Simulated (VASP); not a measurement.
# Sb (Pm-3m) in VASP: single point with r2SCAN

Aim: the single point of Sb with r2SCAN.

Program: VASP 6.6.1. These are calculated values, not measurements. Logs are shortened: lines on timing, memory, paths and dates and some standing lists are left out, and cuts for length are marked.

## (1) The cell of the first run

The structure is cubic, space group Pm-3m (No. 221). Conventional cell: a = 3.160 Å, b = 3.160 Å, c = 3.160 Å, α = 90.00°, β = 90.00°, γ = 90.00°. Within 4.2 Å of Sb (site symmetry m-3m) lie 6 Sb at 3.16 Å.

## (2) Single point, r2SCAN

Contents of POSCAR:

```
Sb
1.0
    3.1600000000      0.0000000000      0.0000000000
    0.0000000000      3.1600000000      0.0000000000
    0.0000000000      0.0000000000      3.1600000000
Sb
1
Direct
    0.0000000000      0.0000000000      0.0000000000
```

Contents of INCAR.step1:

```
ALGO = Normal
EDIFF = 1E-4
ENCUT = 520
GGA = PE
ISMEAR = 0
LASPH = T
LCHARG = F
LREAL = F
LWAVE = T
NBANDS = 8
NELM = 60
PREC = Accurate
SIGMA = 0.15
```

Contents of INCAR.step2:

```
ALGO = Normal
EDIFF = 1E-6
ENCUT = 520
ISIF = 2
ISMEAR = 0
ISTART = 1
LASPH = T
LCHARG = F
LMIXTAU = T
LREAL = F
LWAVE = F
METAGGA = R2SCAN
NBANDS = 8
NELM = 60
PREC = Accurate
SIGMA = 0.15
```

Contents of KPOINTS:

```
k-points
0
Gamma
  16 16 16
```

Potentials or basis: VASP PAW PBE potentials, release 64 (Sb).

Started as:

```
$ cat potpaw_PBE.64/Sb/POTCAR > POTCAR
$ cp INCAR.step1 INCAR
$ mpirun -np 1 vasp_std > vasp.out
$ cp INCAR.step2 INCAR
$ mpirun -np 1 vasp_std > vasp.out
```

OUTCAR:

```text
EDIFF = 1E-6
   ENCUT = 520
   ISIF = 2
   ISMEAR = 0
   ISTART = 1
   LASPH = T
   LREAL = F
   METAGGA = R2SCAN
   NELM = 60
   PREC = Accurate

 ion  position               nearest neighbor table
   1  0.000  0.000  0.000-

  LATTYP: Found a simple cubic cell.
 ALAT       =     3.1600000000

  Lattice vectors:

 A1 = (   3.1600000000,   0.0000000000,   0.0000000000)
 A2 = (   0.0000000000,   3.1600000000,   0.0000000000)
 A3 = (   0.0000000000,   0.0000000000,   3.1600000000)

Analysis of symmetry for initial positions (statically):
=====================================================================
 Subroutine PRICEL returns:
 Original cell was already a primitive cell.

 Routine SETGRP: Setting up the symmetry group for a
 simple cubic supercell.

 Subroutine GETGRP returns: Found 48 space group operations
 (whereof 48 operations were pure point group operations)
 out of a pool of 48 trial point group operations.

The static configuration has the point symmetry O_h .

Analysis of symmetry for dynamics (positions and initial velocities):
=====================================================================
 Subroutine PRICEL returns:
 Original cell was already a primitive cell.

 Routine SETGRP: Setting up the symmetry group for a
 simple cubic supercell.

 Subroutine GETGRP returns: Found 48 space group operations
 (whereof 48 operations were pure point group operations)
 out of a pool of 48 trial point group operations.

The dynamic configuration has the point symmetry O_h .

 Subroutine INISYM returns: Found 48 space group operations
 (whereof 48 operations are pure point group operations),
 and found     1 'primitive' translations

----------------------------------------------------------------------------------------

                                     Primitive cell

  volume of cell :      31.5545

  direct lattice vectors                    reciprocal lattice vectors
     3.160000000  0.000000000  0.000000000     0.316455696  0.000000000  0.000000000
     0.000000000  3.160000000  0.000000000     0.000000000  0.316455696  0.000000000
     0.000000000  0.000000000  3.160000000     0.000000000  0.000000000  0.316455696

  length of vectors
     3.160000000  3.160000000  3.160000000     0.316455696  0.316455696  0.316455696

  position of ions in fractional coordinates (direct lattice)
     0.000000000  0.000000000  0.000000000

  ion indices of the primitive-cell ions
   primitive index   ion index
                 1           1

----------------------------------------------------------------------------------------

 KPOINTS: k-points

Automatic generation of k-mesh.
 Grid dimensions read from file:
 generate k-points for:   16   16   16

 Generating k-lattice:

  Cartesian coordinates                     Fractional coordinates (reciprocal lattice)
     0.019778481  0.000000000  0.000000000     0.062500000  0.000000000  0.000000000
     0.000000000  0.019778481  0.000000000     0.000000000  0.062500000  0.000000000
     0.000000000  0.000000000  0.019778481     0.000000000  0.000000000  0.062500000

  Length of vectors
     0.019778481  0.019778481  0.019778481

  Shift w.r.t. Gamma in fractional coordinates (k-lattice)
     0.000000000  0.000000000  0.000000000

 Subroutine IBZKPT returns following result:
 ===========================================

 Found    165 irreducible k-points:

 Following reciprocal coordinates:
            Coordinates               Weight
  0.000000  0.000000  0.000000      1.000000
  0.062500  0.000000  0.000000      6.000000
  0.125000  0.000000  0.000000      6.000000
  0.187500  0.000000  0.000000      6.000000
  0.250000  0.000000  0.000000      6.000000
  0.312500  0.000000  0.000000      6.000000
[... 16 lines left out ...]
  0.437500  0.125000  0.000000     24.000000
  0.500000  0.125000  0.000000     12.000000
 [... further k-points ...]
   k-points           NKPTS =    165   k-points in BZ     NKDIM =    165   number of bands    NBANDS=      8
   number of dos      NEDOS =    301   number of ions     NIONS =      1
   total plane-waves  NPLWV =  13824
   dimension x,y,z NGX =    24 NGY =   24 NGZ =   24
   dimension x,y,z NGXF=    48 NGYF=   48 NGZF=   48
   ions per type =               1
   NGX,Y,Z   is equivalent  to a cutoff of  12.63, 12.63, 12.63 a.u.
   NGXF,Y,Z  is equivalent  to a cutoff of  25.25, 25.25, 25.25 a.u.
 SYSTEM =  unknown system
   PREC   = accura    normal or accurate (medium, high low for compatibility)
   ISTART =      1    job   : 0-new  1-cont  2-samecut
   ICHARG =      0    charge: 1-file 2-atom 10-const
   ISPIN  =      1    spin polarized calculation?
   LNONCOLLINEAR =      F non collinear calculations
   LSORBIT =      F    spin-orbit coupling
   LASPH  =      T    aspherical Exc in radial PAW
   ENCUT  =  520.0 eV  38.22 Ry    6.18 a.u.   5.88  5.88  5.88*2*pi/ulx,y,z
   NELM   =     60;   NELMIN=  2; NELMDL=  0     # of ELM steps
   EDIFF  = 0.1E-05   stopping-criterion for ELM
   LREAL  =      F    real-space projection
   EDIFFG = 0.1E-04   stopping-criterion for IOM
   NSW    =      0    number of steps for IOM
   IBRION =     -1    ionic relax: 0-MD 1-quasi-New 2-CG
   NFREE  =      0    steps in history (QN), initial steepest desc. (CG)
   ISIF   =      2    stress and relaxation
   ISYM   =      2    0-nonsym 1-usesym 2-fastsym
   POTIM  = 0.5000    time-step for ionic-motion
   TEBEG  =    0.0;   TEEND  =   0.0 temperature during run
   PSTRESS=    0.0 pullay stress
   NELECT =       5.0000    total number of electrons
   NUPDOWN=      -1.0000    fix difference up-down
   EMIN   =  10.00;   EMAX   =-10.00  energy-range for DOS
   EFERMI =   0.00;   METHOD = LEGACY
   ISMEAR =     0;   SIGMA  =   0.15  broadening in eV -4-tet -1-fermi 0-gaus
   EFERMI_NEDOS =   21; number of points for ismear=-14 and -15
   IALGO  =     38    algorithm
   IMIX   =      4    mixing-type and parameters
     AMIX     =   0.40;   BMIX     =  1.00
     AMIX_MAG =   1.60;   BMIX_MAG =  1.00
  volume/ion in A,a.u.               =      31.55       212.94
  Fermi-wavevector in a.u.,A,eV,Ry     =   0.885886  1.674081 10.677766  0.784794
  Thomas-Fermi vector in A             =   2.006979
   LORBIT       =      0    0 simple, 1 ext, 2 COOP (PROOUT), +10 PAW based schemes
   METAGGA = R2SCAN    functional components
   LHFCALC =     F    Hartree Fock is set to
   AEXX    =    0.0000 exact exchange contribution
   IVDW    =     0    specifies the selected vdW correction
   LEPSILON=     F    determine dielectric tensor
   LRPA    =     F    only Hartree local field effects (RPA)
 non-spin polarized calculation
 Gauss-broadening in eV      SIGMA  =   0.15
  energy-cutoff  :      520.00
  volume of cell :       31.55
 maximum number of plane-waves:       876
 NGX is ok and might be reduce to    24
   NGX = 11   NGY = 11   NGZ = 11

 number of electron       5.0000001 magnetization

 Free energy of the ion-electron system (eV)
  ---------------------------------------------------
  ext. energy  EPLUGINS =         0.00000000
  ---------------------------------------------------
  free energy    TOTEN  =       -25.61537236 eV

  energy without entropy =      -25.61026617  energy(sigma->0) =      -25.61281927

 E-fermi :   6.3621     XC(G=0):  -9.8615

 val. band max:        6.3339843361   @ k =   0.1875   0.1250   0.1250
 cond. band min:       6.4096691059   @ k =   0.1875   0.1875   0.1250
 fundamental gap:      0.0756847699
 Fermi energy:         6.3620963727

 k-point     1 :       0.0000    0.0000    0.0000
  band No.  band energies     occupation
      1      -6.1811      2.00000
      2       9.6481      0.00000
      3       9.6481      0.00000
      4       9.6481      0.00000
      5      13.5601      0.00000
      6      13.5601      0.00000
      7      15.1328      0.00000
      8      24.4834      0.00000

 k-point     2 :       0.0625    0.0000    0.0000
  band No.  band energies     occupation
      1      -6.1247      2.00000
      2       8.9158      0.00000
      3       9.7031      0.00000
      4       9.7031      0.00000
      5      13.6055      0.00000
      6      14.0712      0.00000
      7      15.4835      0.00000
      8      23.9270      0.00000

 k-point     3 :       0.1250    0.0000    0.0000
  band No.  band energies     occupation
      1      -5.9567      2.00000
      2       7.4744      0.00000
      3       9.8648      0.00000
      4       9.8648      0.00000
      5      13.7409      0.00000
      6      14.6034      0.00000
      7      16.7740      0.00000
      8      22.8869      0.00000

 k-point     4 :       0.1875    0.0000    0.0000
  band No.  band energies     occupation
      1      -5.6817      2.00000
      2       5.9267      1.99996
      3      10.1230      0.00000
      4      10.1230      0.00000
      5      13.9633      0.00000
      6      14.9581      0.00000
      7      18.5678      0.00000
      8      21.7733      0.00000

 k-point     5 :       0.2500    0.0000    0.0000
  band No.  band energies     occupation
      1      -5.3101      2.00000
      2       4.4452      2.00000
      3      10.4579      0.00000
      4      10.4579      0.00000
      5      14.2661      0.00000
      6      15.3470      0.00000
      7      20.3158      0.00000
      8      20.6968      0.00000
[... 177 lines left out ...]
 k-point    22 :       0.3750    0.1250    0.0000
  band No.  band energies     occupation
      1      -4.1622      2.00000
      2       2.1932      2.00000
      3       9.1128      0.00000
      4      11.4263      0.00000
      5      15.4459      0.00000
      6      16.0120      0.00000
      7      18.4619      0.00000
      8      19.0917      0.00000

 k-point    23 :       0.4375    0.1250    0.0000
  band No.  band energies     occupation
      1      -3.7580      2.00000
      2       1.3949      2.00000
      3       9.4339      0.00000
      4      11.7082      0.00000
      5      15.0040      0.00000
      6      16.3327      0.00000
      7      18.4888      0.00000
      8      18.5493      0.00000

 k-point    24 :       0.5000    0.1250    0.0000
  band No.  band energies     occupation
      1      -3.5888      2.00000
      2       1.0936      2.00000
      3       9.5609      0.00000
      4      11.8159      0.00000
      5      14.8006      0.00000
      6      16.5459      0.00000
      7      18.3542      0.00000
      8      18.3544      0.00000

 [... further k-points ...]

------------------------ aborting loop because EDIFF is reached ----------------------------------------

  FORCE on cell =-STRESS in cart. coord.  units (eV):
  Direction    XX          YY          ZZ          XY          YZ          ZX
  --------------------------------------------------------------------------------------
  -------------------------------------------------------------------------------------
  Total       -0.7432255     -0.7432255     -0.7432255     -0.0000000     -0.0000000      0.0000000
  in kB      -37.7372236    -37.7372236    -37.7372236     -0.0000000     -0.0000000      0.0000000
  external PRESSURE =     -37.7372236 kB  Pullay stress =       0.0000000 kB

 VOLUME and BASIS-vectors are now :
 -----------------------------------------------------------------------------
  energy-cutoff  :      520.00
  volume of cell :       31.55
      direct lattice vectors                 reciprocal lattice vectors
     3.160000000  0.000000000  0.000000000     0.316455696  0.000000000  0.000000000
     0.000000000  3.160000000  0.000000000     0.000000000  0.316455696  0.000000000
     0.000000000  0.000000000  3.160000000     0.000000000  0.000000000  0.316455696

 POSITION                                       TOTAL-FORCE (eV/Angst)
 -----------------------------------------------------------------------------------
      0.00000      0.00000      0.00000         0.000000      0.000000      0.000000
 -----------------------------------------------------------------------------------
    total drift:                                0.000000      0.000000      0.000000

  FREE ENERGIE OF THE ION-ELECTRON SYSTEM (eV)
  ---------------------------------------------------
  free  energy   TOTEN  =       -25.6153723639 eV

  energy  without entropy=      -25.6102661694  energy(sigma->0) =      -25.61281927
```

It took 31 s on 1 thread of Intel Xeon Platinum 8559C (Emerald Rapids), shared host; peak memory 0.17 GiB.

Results:

```yaml
Free_energy: -25.6154 eV
Pressure: -3.8 GPa
```

Caveat: the PAW data sets were made with another functional, which shifts forces and pressure a little; spin-orbit coupling is left out, which moves the levels of the heavy elements.
